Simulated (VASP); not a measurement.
# Ni (P6_3/mmc) in VASP: a series of runs, part 2 of 2

VASP 6.6.1. The steps go on from the part before.

## (3) Single point, PBE, collinear spin, ferromagnetic start

This run uses another cell than the first one, of 10.57 Å³/atom.

The input, INCAR:

```
SYSTEM = Ni
  ALGO = Normal
  EDIFF = 1E-7
  ENCUT = 520
  GGA = PE
  ISIF = 2
  ISMEAR = 0
  ISPIN = 2
  LASPH = .TRUE.
  LCHARG = .FALSE.
  LMAXMIX = 4
  LORBIT = 11
  LREAL = .FALSE.
  LWAVE = .FALSE.
  MAGMOM = 1 1
  NBANDS = 21
  NELM = 150
  PREC = Accurate
  SIGMA = 0.027000000000000003
```

The input, KPOINTS:

```
k-points
0
G
  12 12 7
  0 0 0
```

The input, POSCAR:

```
Ni
1.0
    2.4480228978      0.0000000000      0.0000000000
   -1.2240114489      2.1200500186      0.0000000000
    0.0000000000      0.0000000000      4.0728075700
Ni
2
Direct
    0.6666666667      0.3333333333      0.7500000000
    0.3333333333      0.6666666667      0.2500000000
```

Potentials or basis: VASP PAW PBE potentials, release 64 (Ni).

Run with:

```
cat potpaw_PBE.64/Ni/POTCAR > POTCAR
mpirun -np 1 vasp_std > vasp.out
```

OUTCAR:

```text
SYSTEM = Ni
   EDIFF = 1E-7
   ENCUT = 520
   GGA = PE
   ISIF = 2
   ISMEAR = 0
   ISPIN = 2
   LASPH = .TRUE.
   LORBIT = 11
   LREAL = .FALSE.
   NELM = 150
   PREC = Accurate

 ion  position               nearest neighbor table
   1  0.667  0.333  0.750-   2 2.48   2 2.48   2 2.48   2 2.48   2 2.48   2 2.48
   2  0.333  0.667  0.250-   1 2.48   1 2.48   1 2.48   1 2.48   1 2.48   1 2.48

  LATTYP: Found a hexagonal cell.
 ALAT       =     2.4480228978
 C/A-ratio  =     1.6637130207

  Lattice vectors:

 A1 = (   2.4480228978,   0.0000000000,   0.0000000000)
 A2 = (  -1.2240114489,   2.1200500186,   0.0000000000)
 A3 = (   0.0000000000,   0.0000000000,   4.0728075700)

Analysis of symmetry for initial positions (statically):
=====================================================================
 Subroutine PRICEL returns:
 Original cell was already a primitive cell.

 Routine SETGRP: Setting up the symmetry group for a
 hexagonal supercell.

 Subroutine GETGRP returns: Found 24 space group operations
[... 778 lines left out ...]
      6       8.3587      1.00000
[... 565 lines left out ...]
     20      34.9810      0.00000
     21      38.0257      0.00000

 [... further k-points ...]

------------------------ aborting loop because EDIFF is reached ----------------------------------------

  FORCE on cell =-STRESS in cart. coord.  units (eV):
  Direction    XX          YY          ZZ          XY          YZ          ZX
  --------------------------------------------------------------------------------------
  -------------------------------------------------------------------------------------
  Total        1.0673705      1.0673705      0.6069274      0.0000000      0.0000000     -0.0000000
  in kB       80.9040609     80.9040609     46.0036016      0.0000000      0.0000000     -0.0000000
  external PRESSURE =      69.2705744 kB  Pullay stress =       0.0000000 kB

 VOLUME and BASIS-vectors are now :
 -----------------------------------------------------------------------------
  energy-cutoff  :      520.00
  volume of cell :       21.14
      direct lattice vectors                 reciprocal lattice vectors
     2.448022898  0.000000000  0.000000000     0.408492911  0.235843492  0.000000000
    -1.224011449  2.120050019  0.000000000     0.000000000  0.471686984  0.000000000
     0.000000000  0.000000000  4.072807570     0.000000000  0.000000000  0.245530873

 POSITION                                       TOTAL-FORCE (eV/Angst)
 -----------------------------------------------------------------------------------
      1.22401      0.70668      3.05461         0.000000     -0.000000      0.000000
     -0.00000      1.41337      1.01820        -0.000000      0.000000      0.000000
 -----------------------------------------------------------------------------------
    total drift:                               -0.000000      0.000000     -0.000000

  FREE ENERGIE OF THE ION-ELECTRON SYSTEM (eV)
  ---------------------------------------------------
  free  energy   TOTEN  =       -10.8680972867 eV

  energy  without entropy=      -10.8663954146  energy(sigma->0) =      -10.86724635

 total charge

# of ion       s       p       d       tot
------------------------------------------
    1        0.509   0.524   8.331   9.364
    2        0.509   0.524   8.331   9.364
--------------------------------------------------
tot          1.019   1.048  16.662  18.728

 magnetization (x)

# of ion       s       p       d       tot
------------------------------------------
    1       -0.005  -0.025   0.674   0.644
    2       -0.005  -0.025   0.674   0.644
--------------------------------------------------
tot         -0.009  -0.050   1.348   1.289
```

Wall time 28 s (1 thread of Intel Xeon 6975P-C (Granite Rapids), shared host); peak memory 0.17 GiB.

What came out:

```yaml
Free_energy: -10.8681 eV
Pressure: 6.9 GPa
Net_moment: 1.27 μB per cell
Site_moments: Ni +0.64 μB
Valence_electrons_inside_the_program's_atomic_spheres: Ni 9.36
```

Stress tensor (GPa, compression positive):
```
8.09 0.00 0.00
0.00 8.09 0.00
0.00 0.00 4.60
```

Levels at points of the mesh, in eV from the Fermi level:
Spin up:
| k point | band 7 | band 8 | band 9 | band 10 | band 11 | band 12 | band 13 | band 14 | band 15 | band 16 |
| --- | --- | --- | --- | --- | --- | --- | --- | --- | --- | --- |
| (0.00, 0.00, 0.00) | -2.17 | -1.65 | -1.65 | -0.72 | -0.72 | -0.57 | 5.58 | 23.05 | 25.30 | 25.30 |
| (0.50, 0.00, 0.00) | -2.16 | -0.61 | -0.56 | -0.49 | 1.20 | 3.16 | 9.41 | 9.97 | 12.52 | 13.52 |
Spin down:
```
           k point  band 8  band 9  band 10  band 11  band 12  band 13
(0.00, 0.00, 0.00)   -1.00   -1.00    -0.62    -0.03    -0.03     6.01
(0.50, 0.00, 0.00)    0.14    0.18     0.30     1.70     3.55     9.52
```

Caveat: the cell stands under pressure.

## (4) Single point, PBE, collinear spin, ferromagnetic start

This run uses another cell than the first one, of 10.57 Å³/atom.

The input, INCAR:

```
  PREC = Accurate
  ENCUT = 520
  EDIFF = 1E-6
  ISMEAR = 0
  SIGMA = 0.028000000000000004
  LREAL = False
  LASPH = True
  NELM = 150
  ALGO = Normal
  ISIF = 2
  LWAVE = False
  LCHARG = False
  ISPIN = 2
  MAGMOM = 1 1
  LORBIT = 11
  LMAXMIX = 4
  GGA = PE
  NBANDS = 21
```

The input, KPOINTS:

```
regular mesh
0
Gamma
  12 12 7
```

POSCAR is that of step 3.

Run with:

```
cat potpaw_PBE.64/Ni/POTCAR > POTCAR
mpirun -np 1 vasp_std > vasp.out
```

Run time: 26 s. Hardware: 1 thread of Intel Xeon 6975P-C (Granite Rapids), shared host; peak memory 0.16 GiB.

It converged, with:

```
Free energy                                           : -10.8682 eV
Pressure                                              : 6.9 GPa
Net moment                                            : 1.27 μB per cell
Site moments                                          : Ni +0.65 μB
Valence electrons inside the program's atomic spheres : Ni 9.36
```

Stress tensor (GPa, compression positive):
```
8.04 0.00 0.00
0.00 8.04 0.00
0.00 0.00 4.55
```

Levels at points of the mesh, in eV from the Fermi level:
Spin up:
| k point | band 9 | band 10 | band 11 | band 12 | band 13 | band 14 |
| --- | --- | --- | --- | --- | --- | --- |
| (0.00, 0.00, 0.00) | -1.65 | -0.72 | -0.72 | -0.57 | 5.58 | 23.05 |
| (0.50, 0.00, 0.00) | -0.56 | -0.49 | 1.20 | 3.16 | 9.41 | 9.97 |
Spin down:
| k point | band 8 | band 9 | band 10 | band 11 | band 12 | band 13 |
| --- | --- | --- | --- | --- | --- | --- |
| (0.00, 0.00, 0.00) | -1.00 | -1.00 | -0.62 | -0.03 | -0.03 | 6.01 |
| (0.50, 0.00, 0.00) | 0.14 | 0.18 | 0.30 | 1.70 | 3.55 | 9.52 |

Caveat: the cell stands under pressure.

## (5) Single point, BLYP+D4, collinear spin, ferromagnetic start

This run uses another cell than the first one, of 10.75 Å³/atom.

The input, INCAR:

```
  PREC = Accurate
  ENCUT = 520
  EDIFF = 1E-6
  ISMEAR = -1
  SIGMA = 0.05
  LREAL = F
  LASPH = T
  NELM = 150
  ALGO = Fast
  ISIF = 2
  LWAVE = F
  LCHARG = T
  ISPIN = 2
  MAGMOM = 1 1
  LORBIT = 11
  LMAXMIX = 4
  GGA = B5
  ALDAX = 1.0
  AGGAX = 1.0
  AGGAC = 1.0
  ALDAC = 0.0
  IVDW = 13
  VDW_S6 = 1.0
  VDW_S8 = 2.34076671
  VDW_A1 = 0.44488865
  VDW_A2 = 4.0933009
  LELF = T
  LVHAR = T
  NBANDS = 21
```

KPOINTS is that of step 4.

The input, POSCAR:

```
Ni
1.0
    2.4726041767      0.0000000000      0.0000000000
   -1.2363020884      2.1413380306      0.0000000000
    0.0000000000      0.0000000000      4.0595151215
Ni
2
Direct
    0.6666666667      0.3333333333      0.7500000000
    0.3333333333      0.6666666667      0.2500000000
```

Run with:

```
cat potpaw_PBE.64/Ni/POTCAR > POTCAR
mpirun -np 1 vasp_std > vasp.out
```

Run time: 35 s. Hardware: 1 thread of Intel Xeon 6975P-C (Granite Rapids), shared host; peak memory 0.16 GiB.

It converged, with:

| Property | Result |
| --- | --- |
| Free energy | -10.9082 eV |
| Pressure | 0.1 GPa |
| Net moment | 1.23 μB per cell |
| Site moments | Ni +0.62 μB |
| Valence electrons inside the program's atomic spheres | Ni 9.38 |
| Dispersion energy per atom | -0.894 eV |

Levels at points of the mesh, in eV from the Fermi level:
Spin up:
```csv
k point,band 8,band 9,band 10,band 11,band 12,band 13,band 14,band 15
"(0.00, 0.00, 0.00)",-1.66,-1.66,-0.69,-0.69,-0.15,5.72,23.16,24.66
"(0.50, 0.00, 0.00)",-0.59,-0.51,-0.47,1.30,3.17,9.52,9.98,12.79
```
Spin down:
```
           k point  band 8  band 9  band 10  band 11  band 12  band 13
(0.00, 0.00, 0.00)   -1.03   -1.03    -0.17    -0.03    -0.03     6.12
(0.50, 0.00, 0.00)    0.14    0.16     0.28     1.75     3.54     9.65
```

Caveat: the PAW data sets were made with another functional, which shifts forces and pressure a little.

## (6) The runs side by side

| level | potentials or basis | cell | cutoff (eV) | smearing | gap on the mesh (eV) | pressure (GPa) | moment (μB) |
| --- | --- | --- | --- | --- | --- | --- | --- |
| PBE+D4 | VASP PAW PBE potentials, release 64 (Ni_sv_GW) | a = 2.464, b = 2.464, c = 4.034 Å, angles 90.0, 90.0, 120.0°, 2 atoms | 590 | fermi-dirac 0.05 eV | none | -4.2 | 1.31 |
| PBE | VASP PAW PBE potentials, release 64 (Ni) | a = 2.448, b = 2.448, c = 4.073 Å, angles 90.0, 90.0, 120.0°, 2 atoms | 520 | gaussian 0.027 eV | none | 6.9 | 1.27 |
| PBE | VASP PAW PBE potentials, release 64 (Ni) | a = 2.448, b = 2.448, c = 4.073 Å, angles 90.0, 90.0, 120.0°, 2 atoms | 520 | gaussian 0.028 eV | none | 6.9 | 1.27 |
| BLYP+D4 | VASP PAW PBE potentials, release 64 (Ni) | a = 2.473, b = 2.473, c = 4.060 Å, angles 90.0, 90.0, 120.0°, 2 atoms | 520 | fermi-dirac 0.05 eV | none | 0.1 | 1.23 |

Alike in all rows: task single point; spin collinear, ferromagnetic start; k mesh 12 × 12 × 7.

Caveats: the cell stands under pressure (at least some runs); the cell stands under tension (at least some runs); the PAW data sets were made with another functional, which shifts forces and pressure a little (at least some runs).

Total energies depend on the potentials used, so only differences within one code and one set of settings carry meaning.
